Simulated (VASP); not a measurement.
# Co (P6_3/mmc) in VASP: settings compared, part 2 of 2

VASP 6.6.1. The steps go on from the part before.

### Step 5. Single point, RPBE, collinear spin, ferromagnetic start

This run uses another cell than the first one, of 11.18 Å³/atom.

The input, INCAR:

```
PREC = Accurate
ENCUT = 520
EDIFF = 1E-7
ISMEAR = -1
SIGMA = 0.05
LREAL = F
LASPH = T
NELM = 150
ALGO = Normal
ISIF = 2
LWAVE = F
LCHARG = F
ISPIN = 2
MAGMOM = 2 2
LORBIT = 11
LMAXMIX = 4
GGA = RP
NBANDS = 20
```

The input, KPOINTS:

```
regular mesh
0
Gamma
  12 12 7
```

The input, POSCAR:

```
Co
1.0
    2.5199972010      0.0000000000      0.0000000000
   -1.2599986005      2.1823815936      0.0000000000
    0.0000000000      0.0000000000      4.0672659542
Co
2
Direct
    0.6666666667      0.3333333333      0.7500000000
    0.3333333333      0.6666666667      0.2500000000
```

Potentials or basis: VASP PAW PBE potentials, release 64 (Co).

Started as:

```bash
> cat potpaw_PBE.64/Co/POTCAR > POTCAR
> mpirun -np 1 vasp_std > vasp.out
```

OUTCAR:

```text
PREC = Accurate
   ENCUT = 520
   EDIFF = 1E-7
   ISMEAR = -1
   LREAL = F
   LASPH = T
   NELM = 150
   ISIF = 2
   ISPIN = 2
   LORBIT = 11
   GGA = RP

 ion  position               nearest neighbor table
   1  0.667  0.333  0.750-   2 2.50   2 2.50   2 2.50   2 2.50   2 2.50   2 2.50
   2  0.333  0.667  0.250-   1 2.50   1 2.50   1 2.50   1 2.50   1 2.50   1 2.50

  LATTYP: Found a hexagonal cell.
 ALAT       =     2.5199972010
 C/A-ratio  =     1.6139962190

  Lattice vectors:

 A1 = (   2.5199972010,   0.0000000000,   0.0000000000)
 A2 = (  -1.2599986005,   2.1823815936,   0.0000000000)
 A3 = (   0.0000000000,   0.0000000000,   4.0672659542)

Analysis of symmetry for initial positions (statically):
=====================================================================
 Subroutine PRICEL returns:
 Original cell was already a primitive cell.

 Routine SETGRP: Setting up the symmetry group for a
 hexagonal supercell.

 Subroutine GETGRP returns: Found 24 space group operations
 (whereof 12 operations were pure point group operations)
 out of a pool of 24 trial point group operations.

The static configuration has the point symmetry D_3d.
 The point group associated with its full space group is D_6h.

Analysis of symmetry for dynamics (positions and initial velocities):
=====================================================================
 Subroutine PRICEL returns:
 Original cell was already a primitive cell.

 Routine SETGRP: Setting up the symmetry group for a
 hexagonal supercell.

 Subroutine GETGRP returns: Found 24 space group operations
 (whereof 12 operations were pure point group operations)
 out of a pool of 24 trial point group operations.

The dynamic configuration has the point symmetry D_3d.
 The point group associated with its full space group is D_6h.

Analysis of structural, dynamic, and magnetic symmetry:
=====================================================================
 Subroutine PRICEL returns:
 Original cell was already a primitive cell.

 Routine SETGRP: Setting up the symmetry group for a
 hexagonal supercell.

 Subroutine GETGRP returns: Found 24 space group operations
 (whereof 12 operations were pure point group operations)
 out of a pool of 24 trial point group operations.

The overall configuration has the point symmetry D_3d.
 The point group associated with its full space group is D_6h.

 Subroutine INISYM returns: Found 24 space group operations
 (whereof 12 operations are pure point group operations),
 and found     1 'primitive' translations

----------------------------------------------------------------------------------------

                                     Primitive cell

  volume of cell :      22.3683

  direct lattice vectors                    reciprocal lattice vectors
     2.519997201  0.000000000  0.000000000     0.396825838  0.229107504  0.000000000
    -1.259998600  2.182381594  0.000000000     0.000000000  0.458215008  0.000000000
     0.000000000  0.000000000  4.067265954     0.000000000  0.000000000  0.245865407

  length of vectors
     2.519997201  2.519997201  4.067265954     0.458215008  0.458215008  0.245865407

  position of ions in fractional coordinates (direct lattice)
     0.666666667  0.333333333  0.750000000
     0.333333333  0.666666667  0.250000000
[... 64 lines left out ...]
   ions per type =               2
   NGX,Y,Z   is equivalent  to a cutoff of  13.19, 13.19, 12.26 a.u.
   NGXF,Y,Z  is equivalent  to a cutoff of  26.39, 26.39, 24.52 a.u.
 SYSTEM =  unknown system
   PREC   = accura    normal or accurate (medium, high low for compatibility)
   ISTART =      0    job   : 0-new  1-cont  2-samecut
   ICHARG =      2    charge: 1-file 2-atom 10-const
   ISPIN  =      2    spin polarized calculation?
   LNONCOLLINEAR =      F non collinear calculations
   LSORBIT =      F    spin-orbit coupling
   LASPH  =      T    aspherical Exc in radial PAW
   ENCUT  =  520.0 eV  38.22 Ry    6.18 a.u.   4.69  4.69  7.56*2*pi/ulx,y,z
   NELM   =    150;   NELMIN=  2; NELMDL= -5     # of ELM steps
   EDIFF  = 0.1E-06   stopping-criterion for ELM
   LREAL  =      F    real-space projection
   EDIFFG = 0.1E-05   stopping-criterion for IOM
   NSW    =      0    number of steps for IOM
   IBRION =     -1    ionic relax: 0-MD 1-quasi-New 2-CG
   NFREE  =      0    steps in history (QN), initial steepest desc. (CG)
   ISIF   =      2    stress and relaxation
   ISYM   =      2    0-nonsym 1-usesym 2-fastsym
   POTIM  = 0.5000    time-step for ionic-motion
   TEBEG  =    0.0;   TEEND  =   0.0 temperature during run
   PSTRESS=    0.0 pullay stress
   NELECT =      18.0000    total number of electrons
   NUPDOWN=      -1.0000    fix difference up-down
   EMIN   =  10.00;   EMAX   =-10.00  energy-range for DOS
   EFERMI =   0.00;   METHOD = LEGACY
   ISMEAR =    -1;   SIGMA  =   0.05  broadening in eV -4-tet -1-fermi 0-gaus
   EFERMI_NEDOS =   21; number of points for ismear=-14 and -15
   IALGO  =     38    algorithm
   IMIX   =      4    mixing-type and parameters
     AMIX     =   0.40;   BMIX     =  1.00
     AMIX_MAG =   1.60;   BMIX_MAG =  1.00
  volume/ion in A,a.u.               =      11.18        75.47
  Fermi-wavevector in a.u.,A,eV,Ry     =   1.522724  2.877531 31.547675  2.318689
  Thomas-Fermi vector in A             =   2.631265
   LORBIT       =     11    0 simple, 1 ext, 2 COOP (PROOUT), +10 PAW based schemes
   GGA     = RP    functional components
   LHFCALC =     F    Hartree Fock is set to
   AEXX    =    0.0000 exact exchange contribution
   IVDW    =     0    specifies the selected vdW correction
   LEPSILON=     F    determine dielectric tensor
   LRPA    =     F    only Hartree local field effects (RPA)
 spin polarized calculation
  energy-cutoff  :      520.00
  volume of cell :       22.37
 maximum number of plane-waves:       615
 NGX is ok and might be reduce to    20
   NGX =  9   NGY =  9   NGZ = 15

 number of electron      18.0000002 magnetization       3.3077034

 Free energy of the ion-electron system (eV)
  ---------------------------------------------------
  ext. energy  EPLUGINS =         0.00000000
  ---------------------------------------------------
  free energy    TOTEN  =       -13.03491480 eV

  energy without entropy =      -13.01964811  energy(sigma->0) =      -13.02728146

 E-fermi :   9.9773     XC(G=0): -13.1138

 val. band max:        9.9724717970   @ k =   0.1667   0.1667   0.1429
 cond. band min:       9.9776990270   @ k =   0.4167   0.1667   0.4286
 fundamental gap:      0.0052272301
 Fermi energy:         9.9773077478

 spin component 1

 k-point     1 :       0.0000    0.0000    0.0000
  band No.  band energies     occupation
      1       1.2739      1.00000
      2       4.9719      1.00000
      3       7.3693      1.00000
      4       7.3802      1.00000
      5       7.3802      1.00000
      6       7.6756      1.00000
[... 541 lines left out ...]
     19      32.8017      0.00000
     20      34.1879      0.00000

 [... further k-points ...]

 spin component 2

 k-point     1 :       0.0000    0.0000    0.0000
  band No.  band energies     occupation
      1       1.2057      1.00000
      2       5.9492      1.00000
      3       9.0868      1.00000
      4       9.1066      1.00000
      5       9.1066      1.00000
      6       9.4590      0.99997
[... 541 lines left out ...]
     19      32.8022      0.00000
     20      34.4713      0.00000

 [... further k-points ...]
[... 5 lines left out ...]
  --------------------------------------------------------------------------------------
  -------------------------------------------------------------------------------------
  Total       -0.0464916     -0.0464916     -0.0815798     -0.0000000      0.0000000      0.0000000
  in kB       -3.3300588     -3.3300588     -5.8433213     -0.0000000      0.0000000      0.0000000
  external PRESSURE =      -4.1678130 kB  Pullay stress =       0.0000000 kB

 VOLUME and BASIS-vectors are now :
 -----------------------------------------------------------------------------
  energy-cutoff  :      520.00
  volume of cell :       22.37
      direct lattice vectors                 reciprocal lattice vectors
     2.519997201  0.000000000  0.000000000     0.396825838  0.229107504  0.000000000
    -1.259998600  2.182381594  0.000000000     0.000000000  0.458215008  0.000000000
     0.000000000  0.000000000  4.067265954     0.000000000  0.000000000  0.245865407

 POSITION                                       TOTAL-FORCE (eV/Angst)
 -----------------------------------------------------------------------------------
      1.26000      0.72746      3.05045        -0.000000      0.000000      0.000000
     -0.00000      1.45492      1.01682         0.000000      0.000000      0.000000
 -----------------------------------------------------------------------------------
    total drift:                               -0.000000     -0.000000     -0.000000

  FREE ENERGIE OF THE ION-ELECTRON SYSTEM (eV)
  ---------------------------------------------------
  free  energy   TOTEN  =       -13.0349148044 eV

  energy  without entropy=      -13.0196481109  energy(sigma->0) =      -13.02728146

 total charge

# of ion       s       p       d       tot
------------------------------------------
    1        0.479   0.498   7.240   8.216
    2        0.479   0.498   7.240   8.216
--------------------------------------------------
tot          0.957   0.995  14.480  16.432

 magnetization (x)

# of ion       s       p       d       tot
------------------------------------------
    1       -0.015  -0.058   1.757   1.684
    2       -0.015  -0.058   1.757   1.684
--------------------------------------------------
tot         -0.030  -0.116   3.514   3.367
```

stdout:

```text
POSCAR found type information on POSCAR Co
 POSCAR found :  1 types and       2 ions
 scaLAPACK will be used
 -----------------------------------------------------------------------------
|                                                                             |
|                                                                             |
|     You enforced a specific xc type in the INCAR file but a different       |
|     I HOPE YOU KNOW WHAT YOU ARE DOING!                                     |
|                                                                             |
 -----------------------------------------------------------------------------

 LDA part: xc-table for (Slater+PW92), standard interpolation
 POSCAR, INCAR and KPOINTS ok, starting setup
 FFT: planning ... GRIDC
 FFT: planning ... GRID_SOFT
 FFT: planning ... GRID
 WAVECAR not read
 entering main loop
```

It took 28 s on 1 thread of Intel Xeon 6975P-C (Granite Rapids), shared host; peak memory 0.17 GiB.

Results:

- Free energy: -13.0349 eV
- Pressure: -0.4 GPa
- Net moment: 3.31 μB per cell
- Site moments: Co +1.68 μB
- Valence electrons inside the program's atomic spheres: Co 8.22

Levels at points of the mesh, in eV from the Fermi level:
Spin up:
| k point | band 8 | band 9 | band 10 | band 11 | band 12 | band 13 | band 14 | band 15 |
| --- | --- | --- | --- | --- | --- | --- | --- | --- |
| (0.00, 0.00, 0.00) | -1.98 | -1.98 | -0.94 | -0.94 | -0.02 | 6.11 | 21.68 | 24.00 |
| (0.50, 0.00, 0.00) | -0.82 | -0.72 | -0.68 | 1.19 | 3.14 | 9.48 | 10.11 | 12.44 |
Spin down:
```tsv
k point	band 5	band 6	band 7	band 8	band 9	band 10
(0.00, 0.00, 0.00)	-0.87	-0.52	-0.52	-0.16	-0.13	-0.13
(0.50, 0.00, 0.00)	-1.03	-0.95	-0.55	1.16	1.29	1.32
```

Caveat: the PAW data sets were made with another functional, which shifts forces and pressure a little.

### Step 6. Overview

```csv
level,cell,smearing,gap on the mesh (eV),pressure (GPa),moment (μB)
PBE,"a = 2.472, b = 2.472, c = 4.021 Å, angles 90.0, 90.0, 120.0°, 2 atoms",gaussian 0.023 eV,none,4.0,3.21
PBE,"a = 2.472, b = 2.472, c = 4.021 Å, angles 90.0, 90.0, 120.0°, 2 atoms",gaussian 0.024 eV,none,4.0,3.21
PBE,"a = 2.478, b = 2.478, c = 3.996 Å, angles 90.0, 90.0, 120.0°, 2 atoms",fermi-dirac 0.05 eV,none,4.2,3.19
RPBE,"a = 2.520, b = 2.520, c = 4.067 Å, angles 90.0, 90.0, 120.0°, 2 atoms",fermi-dirac 0.05 eV,none,-0.4,3.31
```

Alike in all rows: task single point; potentials or basis VASP PAW PBE potentials, release 64 (Co); spin collinear, ferromagnetic start; k mesh 12 × 12 × 7; cutoff (eV) 520.

Caveats: the cell stands under pressure (at least some runs); the PAW data sets were made with another functional, which shifts forces and pressure a little (at least some runs).

Absolute energies hang on the potentials; compare differences alone.
